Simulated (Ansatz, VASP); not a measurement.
GaGe in VASP and in Ansatz

```
CELL_PARAMETERS angstrom
1.63223 0.94237 5.19895
-1.63223 0.94237 5.19895
0.00000 -1.88474 5.19895
ATOMIC_POSITIONS crystal
Ga 0.00000 0.00000 0.00000
Ge 0.50000 0.50000 0.50000
```

Alike in both runs: task single point; functional PBE; k mesh 6 × 6 × 6; occupations gaussian, width 0.1 eV; no spin polarisation.

|  | VASP | Ansatz |
| --- | --- | --- |
| version | VASP 6.6.1 | Ansatz 0.2.0 |
| potentials or method | VASP PAW PBE potentials, release 64 (Ga_d, Ge_d), cutoff 520 eV | scalar-relativistic, plane waves, PAW |
| valence electrons in the cell | 27 | 27 |

```tsv
	VASP	Ansatz	Ansatz less VASP
gap on the k mesh at the Fermi level (eV)	none	none	-
pressure (GPa)	-6.7	-6.7	0.00
traceless stress, the component that is largest in VASP (GPa)	0.43	0.43	-0.002
```

A gap of «none» marks a metal or a gap that the smearing closes. The functional is the same, so the differences come from potentials, cutoffs and numerics.

The k mesh is coarse, so the values compare programs but aren't converged.
